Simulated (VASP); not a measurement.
Runs of VASP 6.6.1 on AlRu. The structure is that of space group P4/mmm (No. 123), or close to it. The cells are those of the table. 

```tsv
cell	further INCAR settings	gap on the mesh (eV)	pressure (GPa)
a = 3.158, b = 3.158, c = 2.684 Å, 2 atoms	ALGO = Fast; EDIFF = 1e-06; NBANDS = 16	none	6.3
a = 3.250, b = 3.250, c = 2.535 Å, 2 atoms	ALGO = Fast; EDIFF = 1e-06; NBANDS = 16	none	12.2
a = 3.358, b = 3.358, c = 2.374 Å, 2 atoms	ALGO = Fast; EDIFF = 1e-06; NBANDS = 16	none	23.2
a = 2.815, b = 2.815, c = 3.378 Å, 2 atoms	ALGO = Fast; EDIFF = 1e-06; NBANDS = 16	none	(a)
a = 2.665, b = 2.665, c = 3.769 Å, 2 atoms	ALGO = Fast; EDIFF = 1e-06; NBANDS = 16	none	11.0
a = 2.741, b = 2.741, c = 3.563 Å, 2 atoms	ALGO = Fast; EDIFF = 1e-06; NBANDS = 16	none	8.5
a = 2.898, b = 2.898, c = 3.188 Å, 2 atoms	ALGO = Fast; EDIFF = 1e-07; NBANDS = 16	none	(b)
```

Alike in all rows: task single point; level PBE; potentials or basis VASP PAW PBE potentials, release 64 (Al, Ru_pv); no spin polarisation; k mesh 18 × 18 × 18; cutoff (eV) 520; smearing gaussian 0.15 eV.

Fill in the values left out.

(a) 5.7; (b) 3.5.

A k mesh can miss the band edges, and the runs leave out spin-orbit coupling on Ru.

A gap of «none» marks levels without a gap at the run's occupations.
